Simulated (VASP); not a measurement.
A run of VASP 6.6.1:

POSCAR

```
As
1.0
    2.7036817444      0.0000000000      0.0000000000
    0.0000000000      2.7036817444      0.0000000000
    0.0000000000      0.0000000000      2.7036817444
As
1
Direct
    0.5000000000      0.5000000000      0.5000000000
```

INCAR.step1

```
SYSTEM = As
  PREC = Accurate
  ENCUT = 600
  EDIFF = 1E-5
  ISMEAR = -1
  SIGMA = 0.05
  LREAL = .False.
  LASPH = .True.
  NELM = 80
  ALGO = Normal
  LWAVE = .True.
  LCHARG = .False.
  GGA = PE
  NBANDS = 8
```

The input INCAR.step2:

```
SYSTEM = As
  PREC = Accurate
  ENCUT = 600
  EDIFF = 1E-6
  ISMEAR = -1
  SIGMA = 0.05
  LREAL = .False.
  LASPH = .True.
  NELM = 80
  ALGO = Normal
  ISIF = 3
  LWAVE = .False.
  LCHARG = .False.
  GGA = PE
  LHFCALC = .True.
  AEXX = 0.25
  PRECFOCK = Normal
  IBRION = 2
  NSW = 60
  EDIFFG = -0.01
  ISTART = 1
```

KPOINTS

```
regular mesh
0
Gamma
  5 5 5
  0 0 0
```

Potentials or basis: VASP PAW PBE potentials, release 64 (As).

Command:

```bash
$ cat potpaw_PBE.64/As/POTCAR > POTCAR
$ cp INCAR.step1 INCAR
$ mpirun -np 1 vasp_std > vasp.out
$ cp INCAR.step2 INCAR
$ mpirun -np 1 vasp_std > vasp.out
```

Hardware: 1 thread of Intel(R) Xeon(R) Platinum 8259CL CPU @ 2.50GHz (Skylake/Cascade Lake), with other jobs on the host.

Task: Estimate the wall time of this run.

Result: Wall time 22 min on 1 thread of Intel(R) Xeon(R) Platinum 8259CL CPU @ 2.50GHz (Skylake/Cascade Lake), on a shared host, peak memory 0.14 GiB. Counts: k points 10, ion steps 4.
